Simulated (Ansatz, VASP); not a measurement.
## One calculation of HfO2, two programs

INCAR

```
PREC     = Accurate       # precision mode
ENCUT    = 520            # plane-wave cutoff, eV
EDIFF    = 1E-6           # SCF threshold, eV
ISMEAR   = -1             # smearing method
SIGMA    = 0.01           # smearing width, eV
LREAL    = F              # projectors in reciprocal space
LASPH    = T              # aspherical terms in the spheres
NELM     = 100            # most SCF steps
ALGO     = Normal         # electronic algorithm
ISIF     = 2              # what is computed and relaxed
LWAVE    = F              # write WAVECAR
LCHARG   = F              # write CHGCAR
GGA      = PE             # functional
NBANDS   = 18             # bands
```

Contents of KPOINTS:

```
regular mesh
0
Gamma
  9 9 9
```

File POSCAR:

```
HfO2
1.0
    0.0255750000      2.5702875000      2.5702875000
    2.5702875000      0.0255750000      2.5702875000
    2.5702875000      2.5702875000      0.0255750000
Hf O
1 2
Direct
    0.0000000000      0.0000000000      0.0000000000
    0.2500000000      0.2500000000      0.2500000000
    0.7500000000      0.7500000000      0.7500000000
```

Input for Ansatz:

```yaml
crystal:
  lattice:
    - [0.025575, 2.5702875, 2.5702875]
    - [2.5702875, 0.025575, 2.5702875]
    - [2.5702875, 2.5702875, 0.025575]
  atoms:
    - { symbol: Hf, position: [0.0, 0.0, 0.0] }
    - { symbol: O, position: [0.25, 0.25, 0.25] }
    - { symbol: O, position: [0.75, 0.75, 0.75] }
kpoints:
  mp_grid: { grid: [9, 9, 9] }
  band_path:
    path:
      - [0.0, 0.0, 0.0]
      - [0.5, 0.5, 0.5]
      - [0.247543133, 0.5, 0.752456867]
      - [-0.247543133, 0.247543133, 0.5]
      - [0.0, 0.0, 0.5]
      - [0.0, 0.0, 0.0]
      - [-0.3737715665, 0.0, 0.3737715665]
      - [0.0, 0.3737715665, 0.6262284335]
      - [0.0, 0.5, 0.5]
    npoints: 5
scf:
  occupations: { method: fermi_dirac, width: 0.01 }
hamiltonian:
  xc: pbe
  pseudopotentials: { kind: all_electron, lapw: { basis_error: 0.001 } }
output:
  forces: true
  stress: true
  eigenvalues: true
```

Change from the starting cell: equal xy, yz and zx shear strains of +1 %.

Alike in both runs: task single point; functional PBE; k mesh 9 × 9 × 9; occupations fermi-dirac, width 0.01 eV; no spin polarisation.

|  | VASP | Ansatz |
| --- | --- | --- |
| version | VASP 6.6.1 | Ansatz 0.2.0 |
| potentials or method | VASP PAW PBE potentials, release 64 (Hf_pv, O), cutoff 520 eV | all-electron LAPW, scalar-relativistic |

Ansatz gave:

- gap on the k mesh at the Fermi level (eV): 3.82
- pressure (GPa): -2.4
- traceless stress, the component that is largest in VASP (GPa): -0.79
- rms of the force components (eV/Å): 0.047

Task: Estimate VASP's values.

Result: gap on the k mesh at the Fermi level (eV): 3.84; pressure (GPa): -5.9; traceless stress, the component that is largest in VASP (GPa): -0.74; rms of the force components (eV/Å): 0.042.

Atom by atom the forces differ by 0.005 eV/Å (rms over components). Ansatz ran all-electron here, and VASP with PAW potentials.

Spin-orbit coupling is off throughout.
